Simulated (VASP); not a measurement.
# B2Pt2Cl (P4mm) in VASP: a series of runs

B2Pt2Cl is run at these levels: PBE; tasks: single point.

Everything below comes from runs of VASP 6.6.1. Logs are shortened: lines on timing, memory, paths and dates and some standing lists are left out, and cuts for length are marked.

## (1) The cell of the first run

Symmetry: P4mm, No. 99, tetragonal system. Conventional cell: a = 3.752 Å, b = 3.752 Å, c = 7.380 Å, α = 90.00°, β = 90.00°, γ = 90.00°. B (site symmetry 2mm) has 1 Pt at 1.87 Å within 2.5 Å. Within 2.5 Å of Pt (site symmetry 2mm) lie 1 B at 1.87 Å. Cl (site symmetry 4mm) has 4 Pt at 2.81 Å and 4 Cl at 3.75 Å and 4 B at 3.90 Å within 4.0 Å.

The cell was built from a structure type or drawn by symmetry, and may not be a known phase.

## (2) Single point, PBE

The input, INCAR:

```
PREC = Accurate
ENCUT = 520
EDIFF = 1E-7
ISMEAR = 0
SIGMA = 0.1
LREAL = F
LASPH = T
NELM = 100
ALGO = Normal
ISIF = 2
LWAVE = F
LCHARG = F
GGA = PE
NBANDS = 24
```

The input, KPOINTS:

```
regular mesh
0
Gamma
  10 10 6
```

The input, POSCAR:

```
B2Pt2Cl
1.0
    3.7518186086      0.0000000000      0.0000000000
    0.0000000000      3.7518186086      0.0000000000
    0.0000000000      0.0000000000      7.3802092014
B Pt Cl
2 2 1
Direct
    0.5000000000      0.0000000000      0.3259571146
    0.0000000000      0.5000000000      0.3259571146
    0.5000000000      0.0000000000      0.5794959659
    0.0000000000      0.5000000000      0.5794959659
    0.0000000000      0.0000000000      0.8624979190
```

Potentials or basis: VASP PAW PBE potentials, release 64 (B, Pt, Cl).

Launch:

```bash
> cat potpaw_PBE.64/B/POTCAR potpaw_PBE.64/Pt/POTCAR potpaw_PBE.64/Cl/POTCAR > POTCAR
> mpirun -np 1 vasp_std > vasp.out
```

OUTCAR:

```text
PREC = Accurate
   ENCUT = 520
   EDIFF = 1E-7
   ISMEAR = 0
   LREAL = F
   LASPH = T
   NELM = 100
   ISIF = 2
   GGA = PE

 ion  position               nearest neighbor table
   1  0.500  0.000  0.326-   3 1.87
   2  0.000  0.500  0.326-   4 1.87
   3  0.500  0.000  0.579-   1 1.87   4 2.65   4 2.65   4 2.65   4 2.65   5 2.81   5 2.81
   4  0.000  0.500  0.579-   2 1.87   3 2.65   3 2.65   3 2.65   3 2.65   5 2.81   5 2.81
   5  0.000  0.000  0.862-   3 2.81   4 2.81   4 2.81   3 2.81

  LATTYP: Found a simple tetragonal cell.
 ALAT       =     3.7518186086
 C/A-ratio  =     1.9671018168

  Lattice vectors:

 A1 = (   3.7518186086,   0.0000000000,   0.0000000000)
 A2 = (   0.0000000000,   3.7518186086,   0.0000000000)
 A3 = (   0.0000000000,   0.0000000000,   7.3802092014)

Analysis of symmetry for initial positions (statically):
=====================================================================
 Subroutine PRICEL returns:
 Original cell was already a primitive cell.

 Routine SETGRP: Setting up the symmetry group for a
 simple tetragonal supercell.

 Subroutine GETGRP returns: Found  8 space group operations
 (whereof  8 operations were pure point group operations)
 out of a pool of 16 trial point group operations.

The static configuration has the point symmetry C_4v.

Analysis of symmetry for dynamics (positions and initial velocities):
=====================================================================
 Subroutine PRICEL returns:
 Original cell was already a primitive cell.

 Routine SETGRP: Setting up the symmetry group for a
 simple tetragonal supercell.

 Subroutine GETGRP returns: Found  8 space group operations
 (whereof  8 operations were pure point group operations)
 out of a pool of 16 trial point group operations.

The dynamic configuration has the point symmetry C_4v.

 Subroutine INISYM returns: Found  8 space group operations
 (whereof  8 operations are pure point group operations),
 and found     1 'primitive' translations

----------------------------------------------------------------------------------------

                                     Primitive cell

  volume of cell :     103.8849

  direct lattice vectors                    reciprocal lattice vectors
     3.751818609  0.000000000  0.000000000     0.266537406  0.000000000  0.000000000
     0.000000000  3.751818609  0.000000000     0.000000000  0.266537406  0.000000000
     0.000000000  0.000000000  7.380209201     0.000000000  0.000000000  0.135497514

  length of vectors
     3.751818609  3.751818609  7.380209201     0.266537406  0.266537406  0.135497514

  position of ions in fractional coordinates (direct lattice)
     0.500000000  0.000000000  0.325957115
     0.000000000  0.500000000  0.325957115
     0.500000000  0.000000000  0.579495966
     0.000000000  0.500000000  0.579495966
     0.000000000  0.000000000  0.862497919

  ion indices of the primitive-cell ions
   primitive index   ion index
                 1           1
                 2           2
                 3           3
                 4           4
                 5           5

----------------------------------------------------------------------------------------

 KPOINTS: regular mesh

Automatic generation of k-mesh.
 Grid dimensions read from file:
 generate k-points for:   10   10    6

 Generating k-lattice:

  Cartesian coordinates                     Fractional coordinates (reciprocal lattice)
     0.026653741  0.000000000  0.000000000     0.100000000  0.000000000  0.000000000
     0.000000000  0.026653741  0.000000000     0.000000000  0.100000000  0.000000000
     0.000000000  0.000000000  0.022582919     0.000000000  0.000000000  0.166666667

  Length of vectors
     0.026653741  0.026653741  0.022582919

  Shift w.r.t. Gamma in fractional coordinates (k-lattice)
     0.000000000  0.000000000  0.000000000

 Subroutine IBZKPT returns following result:
 ===========================================

 Found     84 irreducible k-points:

 Following reciprocal coordinates:
            Coordinates               Weight
  0.000000  0.000000  0.000000      1.000000
  0.100000  0.000000  0.000000      4.000000
  0.200000  0.000000  0.000000      4.000000
  0.300000  0.000000  0.000000      4.000000
  0.400000  0.000000  0.000000      4.000000
  0.500000  0.000000  0.000000      2.000000
[... 16 lines left out ...]
  0.100000  0.000000  0.166667      8.000000
  0.200000  0.000000  0.166667      8.000000
 [... further k-points ...]
   k-points           NKPTS =     84   k-points in BZ     NKDIM =     84   number of bands    NBANDS=     24
   number of dos      NEDOS =    301   number of ions     NIONS =      5
   total plane-waves  NPLWV =  43904
   dimension x,y,z NGX =    28 NGY =   28 NGZ =   56
   dimension x,y,z NGXF=    56 NGYF=   56 NGZF=  112
   ions per type =               2   2   1
   NGX,Y,Z   is equivalent  to a cutoff of  12.41, 12.41, 12.61 a.u.
[... 25 lines left out ...]
   EFERMI =   0.00;   METHOD = LEGACY
   ISMEAR =     0;   SIGMA  =   0.10  broadening in eV -4-tet -1-fermi 0-gaus
   EFERMI_NEDOS =   21; number of points for ismear=-14 and -15
   IALGO  =     38    algorithm
   IMIX   =      4    mixing-type and parameters
     AMIX     =   0.40;   BMIX     =  1.00
     AMIX_MAG =   1.60;   BMIX_MAG =  1.00
  volume/ion in A,a.u.               =      20.78       140.21
  Fermi-wavevector in a.u.,A,eV,Ry     =   1.117023  2.110867 16.976532  1.247740
  Thomas-Fermi vector in A             =   2.253642
   LORBIT       =      0    0 simple, 1 ext, 2 COOP (PROOUT), +10 PAW based schemes
   GGA     = PE    functional components
   LHFCALC =     F    Hartree Fock is set to
   AEXX    =    0.0000 exact exchange contribution
   IVDW    =     0    specifies the selected vdW correction
   LEPSILON=     F    determine dielectric tensor
   LRPA    =     F    only Hartree local field effects (RPA)
 non-spin polarized calculation
 Gauss-broadening in eV      SIGMA  =   0.10
  energy-cutoff  :      520.00
  volume of cell :      103.88
 maximum number of plane-waves:      2826
 NGX is ok and might be reduce to    28
   NGX = 13   NGY = 13   NGZ = 27

 number of electron      33.0000002 magnetization

 Free energy of the ion-electron system (eV)
  ---------------------------------------------------
  ext. energy  EPLUGINS =         0.00000000
  ---------------------------------------------------
  free energy    TOTEN  =       -22.15032485 eV

  energy without entropy =      -22.13720166  energy(sigma->0) =      -22.14376325

 E-fermi :   2.5558     XC(G=0):  -9.2311

 val. band max:        2.5555845689   @ k =   0.5000   0.0000   0.3333
 cond. band min:       2.5605523793   @ k =   0.1000   0.0000   0.0000
 fundamental gap:      0.0049678103
 Fermi energy:         2.5557795701

 k-point     1 :       0.0000    0.0000    0.0000
  band No.  band energies     occupation
      1     -12.1045      2.00000
      2      -6.3161      2.00000
      3      -3.9517      2.00000
      4      -2.9108      2.00000
      5      -2.8326      2.00000
      6      -2.4794      2.00000
[... 16 lines left out ...]
     23       9.1569      0.00000
     24      10.0071      0.00000

 k-point     2 :       0.1000    0.0000    0.0000
  band No.  band energies     occupation
      1     -12.0874      2.00000
      2      -6.2360      2.00000
      3      -3.8391      2.00000
      4      -2.8160      2.00000
      5      -2.7386      2.00000
      6      -2.6199      2.00000
[... 16 lines left out ...]
     23       8.9931      0.00000
     24       9.2873      0.00000

 k-point     3 :       0.2000    0.0000    0.0000
  band No.  band energies     occupation
      1     -12.0423      2.00000
      2      -6.0038      2.00000
      3      -3.5090      2.00000
      4      -2.9979      2.00000
      5      -2.5139      2.00000
      6      -2.4598      2.00000
[... 16 lines left out ...]
     23       8.5820      0.00000
     24       8.9727      0.00000
[... 514 lines left out ...]
 k-point    23 :       0.1000    0.0000    0.1667
  band No.  band energies     occupation
      1     -12.0867      2.00000
      2      -6.2523      2.00000
      3      -3.8218      2.00000
      4      -2.8167      2.00000
      5      -2.7386      2.00000
      6      -2.6192      2.00000
[... 16 lines left out ...]
     23       8.9894      0.00000
     24       9.3276      0.00000

 k-point    24 :       0.2000    0.0000    0.1667
  band No.  band energies     occupation
      1     -12.0417      2.00000
      2      -6.0176      2.00000
      3      -3.4941      2.00000
      4      -2.9972      2.00000
      5      -2.5129      2.00000
      6      -2.4598      2.00000
[... 16 lines left out ...]
     23       8.5825      0.00000
     24       8.9757      0.00000

 [... further k-points ...]

------------------------ aborting loop because EDIFF is reached ----------------------------------------

  FORCE on cell =-STRESS in cart. coord.  units (eV):
  Direction    XX          YY          ZZ          XY          YZ          ZX
  --------------------------------------------------------------------------------------
  -------------------------------------------------------------------------------------
  Total       -0.1613120     -0.1613120      0.3433988      0.0000000      0.0000000     -0.0000000
  in kB       -2.4878537     -2.4878537      5.2961103      0.0000000      0.0000000     -0.0000000
  external PRESSURE =       0.1068010 kB  Pullay stress =       0.0000000 kB

 VOLUME and BASIS-vectors are now :
 -----------------------------------------------------------------------------
  energy-cutoff  :      520.00
  volume of cell :      103.88
      direct lattice vectors                 reciprocal lattice vectors
     3.751818609  0.000000000  0.000000000     0.266537406  0.000000000  0.000000000
     0.000000000  3.751818609  0.000000000     0.000000000  0.266537406  0.000000000
     0.000000000  0.000000000  7.380209201     0.000000000  0.000000000  0.135497514

 POSITION                                       TOTAL-FORCE (eV/Angst)
 -----------------------------------------------------------------------------------
      1.87591      0.00000      2.40563         0.000000     -0.000000     -0.112856
      0.00000      1.87591      2.40563         0.000000      0.000000     -0.112856
      1.87591      0.00000      4.27680         0.000000     -0.000000      0.124738
      0.00000      1.87591      4.27680        -0.000000     -0.000000      0.124738
      0.00000      0.00000      6.36542        -0.000000     -0.000000     -0.023765
 -----------------------------------------------------------------------------------
    total drift:                                0.000000      0.000000      0.000355

  FREE ENERGIE OF THE ION-ELECTRON SYSTEM (eV)
  ---------------------------------------------------
  free  energy   TOTEN  =       -22.1503248511 eV

  energy  without entropy=      -22.1372016564  energy(sigma->0) =      -22.14376325
```

Wall time 81 s (1 thread of Intel Xeon 6975P-C (Granite Rapids), shared host); peak memory 0.33 GiB.

Results:

| Property | Result |
| --- | --- |
| Free energy | -22.1503 eV |
| Pressure | 0.0 GPa |
| Largest force | 0.125 eV/Å |
| Band gap on the k mesh | zero (an odd number of electrons rules out a gap without spin polarisation) |

Forces in eV/Å, atoms in the order of the input:
```
B    0.000  0.000 -0.113
B    0.000  0.000 -0.113
Pt   0.000  0.000  0.125
Pt   0.000  0.000  0.125
Cl   0.000  0.000 -0.024
```

Caveat: spin-orbit coupling is left out, which moves the levels of the heavy elements; this functional lacks dispersion, which binds the layers, so the pressure and a relaxed spacing across them are unreliable; an odd number of electrons without spin polarisation forces a metal; a magnetic or distorted state may lie lower.

## (3) Single point, PBE, collinear spin

This run uses another cell than the first one, of 16.51 Å³/atom.

The input, INCAR:

```
PREC = Accurate ; ENCUT = 520
EDIFF = 1E-6 ; ISMEAR = 0
SIGMA = 0.1 ; LREAL = F
LASPH = T ; NELM = 150
ALGO = Normal ; ISIF = 2
LWAVE = F ; LCHARG = T
ISPIN = 2 ; MAGMOM = 0 0 1 1 0
LORBIT = 11 ; LMAXMIX = 4
GGA = PE ; LELF = T
LVHAR = T ; NBANDS = 28
```

The input, KPOINTS:

```
regular mesh
0
Gamma
  6 6 2
```

The input, POSCAR:

```
B2Pt2Cl
1.0
    3.3020419600      0.0000000000      0.0000000000
    0.0000000000      3.3020419600      0.0000000000
    0.0000000000      0.0000000000      7.5697714400
B Pt Cl
2 2 1
Direct
    0.5000000000      0.0000000000      0.3790750500
    0.0000000000      0.5000000000      0.3790750500
    0.5000000000      0.0000000000      0.6185500900
    0.0000000000      0.5000000000      0.6185500900
    0.0000000000      0.0000000000      0.6781538000
```

Potentials or basis: VASP PAW PBE potentials, release 64 (B, Pt, Cl).

Launch:

```bash
> cat potpaw_PBE.64/B/POTCAR potpaw_PBE.64/Pt/POTCAR potpaw_PBE.64/Cl/POTCAR > POTCAR
> mpirun -np 1 vasp_std > vasp.out
```

It took 53 s on 1 thread of Intel Xeon 6975P-C (Granite Rapids), shared host; peak memory 0.27 GiB.

It converged, with:

```yaml
Free_energy: 13.6030 eV
Pressure: 210.9 GPa
Largest_force: 36.082 eV/Å
Net_moment: 0.00 μB per cell
```

Forces in eV/Å, atoms in the order of the input:
```
B    0.000  0.000 -9.124
B    0.000  0.000 -9.124
Pt   0.000  0.000 -8.917
Pt   0.000  0.000 -8.917
Cl   0.000  0.000 36.082
```

Stress tensor (GPa, compression positive):
```
268.95   0.00   0.00
  0.00 268.95   0.00
  0.00   0.00  94.83
```

Levels at points of the mesh, in eV from the Fermi level:
Spin up:
| k point | band 12 | band 13 | band 14 | band 15 | band 16 | band 17 | band 18 | band 19 | band 20 | band 21 |
| --- | --- | --- | --- | --- | --- | --- | --- | --- | --- | --- |
| (0.00, 0.00, 0.00) | -4.87 | -4.83 | -4.83 | -0.75 | -0.20 | 0.39 | 0.39 | 2.51 | 3.60 | 5.42 |
| (0.50, 0.00, 0.00) | -6.50 | -4.91 | -3.58 | -3.14 | -0.11 | 0.05 | 1.91 | 2.67 | 3.11 | 3.35 |
| (0.50, 0.50, 0.00) | -5.14 | -4.06 | -3.95 | -3.95 | -1.89 | -0.40 | -0.40 | -0.12 | 1.98 | 1.98 |
| (0.00, 0.00, 0.50) | -4.91 | -4.83 | -4.83 | -0.75 | 0.39 | 0.40 | 0.40 | 2.34 | 2.49 | 5.08 |
| (0.50, 0.00, 0.50) | -6.50 | -4.94 | -3.62 | -3.12 | -0.11 | 0.25 | 1.94 | 2.67 | 3.35 | 3.40 |
| (0.50, 0.50, 0.50) | -5.13 | -4.06 | -3.97 | -3.97 | -1.93 | -0.35 | -0.35 | -0.14 | 2.00 | 2.00 |
Spin down:
```csv
k point,band 12,band 13,band 14,band 15,band 16,band 17,band 18,band 19,band 20,band 21
"(0.00, 0.00, 0.00)",-4.87,-4.83,-4.83,-0.75,-0.20,0.39,0.39,2.51,3.60,5.42
"(0.50, 0.00, 0.00)",-6.50,-4.91,-3.58,-3.14,-0.11,0.05,1.91,2.67,3.11,3.35
"(0.50, 0.50, 0.00)",-5.14,-4.06,-3.95,-3.95,-1.89,-0.40,-0.40,-0.12,1.98,1.98
"(0.00, 0.00, 0.50)",-4.91,-4.83,-4.83,-0.75,0.39,0.40,0.40,2.34,2.49,5.08
"(0.50, 0.00, 0.50)",-6.50,-4.94,-3.62,-3.12,-0.11,0.25,1.94,2.67,3.35,3.40
"(0.50, 0.50, 0.50)",-5.13,-4.06,-3.97,-3.97,-1.93,-0.35,-0.35,-0.14,2.00,2.00
```

Caveat: the k points lie up to 0.42 Å⁻¹ apart; spin-orbit coupling is left out, which moves the levels of the heavy elements; forces of over 1 eV/Å act on the atoms, so gaps and moduli don't describe the material at rest.

## (4) Single point, PBE, collinear spin

This run uses another cell than the first one, of 20.64 Å³/atom.

The input, INCAR:

```
PREC = Accurate
ENCUT = 520
EDIFF = 1E-7
ISMEAR = 0
SIGMA = 0.1
LREAL = False
LASPH = True
NELM = 150
ALGO = Normal
ISIF = 2
LWAVE = False
LCHARG = True
ISPIN = 2
MAGMOM = 0 0 1 1 0
LORBIT = 11
LMAXMIX = 4
GGA = PE
LELF = True
LVHAR = True
NBANDS = 28
```

The input, KPOINTS:

```
Automatic mesh
0
Gamma
  4 4 4
```

The input, POSCAR:

```
B2Pt2Cl
1.0
    3.7895125459      0.0000000000      0.0000000000
    0.0000000000      3.7895125459      0.0000000000
    0.0000000000      0.0000000000      7.1870316363
B Pt Cl
2 2 1
Direct
    0.5000000000      0.0000000000      0.3217836880
    0.0000000000      0.5000000000      0.3217836880
    0.5000000000      0.0000000000      0.5810733045
    0.0000000000      0.5000000000      0.5810733045
    0.0000000000      0.0000000000      0.8676900950
```

Launch:

```bash
> cat potpaw_PBE.64/B/POTCAR potpaw_PBE.64/Pt/POTCAR potpaw_PBE.64/Cl/POTCAR > POTCAR
> mpirun -np 1 vasp_std > vasp.out
```

Run time: 49 s. Hardware: 1 thread of Intel Xeon 6975P-C (Granite Rapids), shared host; peak memory 0.28 GiB.

Results (log left out):

| Item | Value |
| --- | --- |
| Free energy | -22.0898 eV |
| Pressure | -0.1 GPa |
| Largest force | 0.099 eV/Å |
| Net moment | 0.01 μB per cell |
| Valence electrons inside the program's atomic spheres | B 1.55; Pt 9.44; Cl 5.02 |

Forces on the atoms (eV/Å):
```
B    0.000  0.000 -0.091
B    0.000  0.000 -0.091
Pt   0.000  0.000  0.099
Pt   0.000  0.000  0.099
Cl   0.000  0.000 -0.017
```

Stress tensor (GPa, compression positive):
```
-0.29  0.00  0.00
 0.00 -0.29  0.00
 0.00  0.00  0.27
```

Levels at points of the mesh, in eV from the Fermi level:
Spin up:
```tsv
k point	band 15	band 16	band 17	band 18	band 19	band 20
(0.00, 0.00, 0.00)	0.05	1.26	1.49	1.54	1.54	2.49
(0.50, 0.00, 0.00)	-1.36	-1.15	-0.57	0.52	3.35	3.49
(0.50, 0.50, 0.00)	-1.11	-0.76	-0.76	0.30	3.02	3.50
(0.00, 0.00, 0.50)	0.05	1.19	1.38	1.38	1.49	3.49
(0.50, 0.00, 0.50)	-1.11	-0.86	-0.31	-0.04	3.37	3.38
(0.50, 0.50, 0.50)	-1.06	-0.34	-0.34	0.92	2.86	3.43
```
Spin down:
```tsv
k point	band 14	band 15	band 16	band 17	band 18	band 19	band 20	band 21
(0.00, 0.00, 0.00)	-0.97	0.05	1.27	1.49	1.55	1.55	2.49	5.35
(0.50, 0.00, 0.00)	-1.76	-1.36	-1.15	-0.56	0.52	3.36	3.49	4.21
(0.50, 0.50, 0.00)	-1.35	-1.11	-0.75	-0.75	0.31	3.02	3.50	3.50
(0.00, 0.00, 0.50)	-1.37	0.05	1.20	1.39	1.39	1.49	3.49	5.60
(0.50, 0.00, 0.50)	-1.95	-1.11	-0.86	-0.31	-0.03	3.38	3.38	4.26
(0.50, 0.50, 0.50)	-1.35	-1.05	-0.34	-0.34	0.93	2.86	3.44	3.44
```

Caveat: the k points lie up to 0.41 Å⁻¹ apart; spin-orbit coupling is left out, which moves the levels of the heavy elements; this functional lacks dispersion, which binds the layers, so the pressure and a relaxed spacing across them are unreliable.

## (5) Summary

```tsv
spin	cell	k mesh	gap on the mesh (eV)	pressure (GPa)	moment (μB)	largest force (eV/Å)
off	a = 3.752, b = 3.752, c = 7.380 Å, 5 atoms, atomic positions A	10 × 10 × 6	none	0.0	-	0.12
collinear	a = 3.302, b = 3.302, c = 7.570 Å, 5 atoms, atomic positions B	6 × 6 × 2	none	210.9	0.00	36.08
collinear	a = 3.790, b = 3.790, c = 7.187 Å, 5 atoms, atomic positions C	4 × 4 × 4	none	-0.1	0.01	0.10
```

Alike in all rows: task single point; level PBE; potentials or basis VASP PAW PBE potentials, release 64 (B, Pt, Cl); cutoff (eV) 520; smearing gaussian 0.1 eV.

Caveats: some runs use coarse meshes; spin-orbit coupling is left out, which moves the levels of the heavy elements; this functional lacks dispersion, which binds the layers, so the pressure and a relaxed spacing across them are unreliable (at least some runs); an odd number of electrons without spin polarisation forces a metal (at least some runs); a magnetic or distorted state may lie lower (at least some runs); forces of over 1 eV/Å act on the atoms, so gaps and moduli don't describe the material at rest (at least some runs).

Total energies depend on the potentials used, so only differences within one code and one set of settings carry meaning.
